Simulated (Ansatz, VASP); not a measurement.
**Cd: VASP beside Ansatz**

File INCAR:

```
SYSTEM = Cd
PREC = Accurate
ENCUT = 520
EDIFF = 1E-7
ISMEAR = -1
SIGMA = 0.05
LREAL = .False.
LASPH = .True.
NELM = 80
ALGO = Normal
ISIF = 2
LWAVE = .False.
LCHARG = .False.
GGA = PE
NBANDS = 19
```

Contents of KPOINTS:

```
Automatic mesh
0
Gamma
  14 14 7
  0 0 0
```

The input POSCAR:

```
Cd
1.0
    2.9490837830      0.0000000000      0.0000000000
   -1.4745418915      2.5539814739      0.0000000000
    0.0000000000      0.0000000000      5.6176500000
Cd
2
Direct
    0.3333333333      0.6666666667      0.2500000000
    0.6666666667      0.3333333333      0.7500000000
```

Input for Ansatz:

```yaml
crystal:
  lattice:
    - [2.949083783, 0.0, 0.0]
    - [-1.4745418915, 2.5539814739, 0.0]
    - [0.0, 0.0, 5.61765]
  atoms:
    - { symbol: Cd, position: [0.3333333333, 0.6666666667, 0.25] }
    - { symbol: Cd, position: [0.6666666667, 0.3333333333, 0.75] }
kpoints:
  mp_grid: { grid: [14, 14, 7] }
  band_path:
    path:
      - [0.0, 0.0, 0.0]
      - [0.5, 0.0, 0.0]
      - [0.3333333333, 0.3333333333, 0.0]
      - [0.0, 0.0, 0.0]
      - [0.0, 0.0, 0.5]
      - [0.5, 0.0, 0.5]
      - [0.3333333333, 0.3333333333, 0.5]
      - [0.0, 0.0, 0.5]
      - [0.5, 0.0, 0.5]
    npoints: 5
scf:
  occupations: { method: fermi_dirac, width: 0.05 }
hamiltonian:
  xc: pbe
  pseudopotentials: { kind: all_electron, lapw: { basis_error: 0.00025 } }
output:
  forces: true
  stress: true
  eigenvalues: true
```

Change from the starting cell: equal xx and yy strain of -1 %.

Alike in both runs: task single point; functional PBE; k mesh 14 × 14 × 7; occupations fermi-dirac, width 0.05 eV; no spin polarisation.

|  | VASP | Ansatz |
| --- | --- | --- |
| version | VASP 6.6.1 | Ansatz 0.2.0 |
| potentials or method | VASP PAW PBE potentials, release 64 (Cd), cutoff 520 eV | all-electron LAPW, scalar-relativistic |

Ansatz gave:

- pressure (GPa): 4.5
- traceless stress, the component that is largest in VASP (GPa): -1.65

Q: Estimate VASP's values.

A: Pressure (GPa): 4.9; traceless stress, the component that is largest in VASP (GPa): -1.82.

Ansatz ran all-electron here, and VASP with PAW potentials.
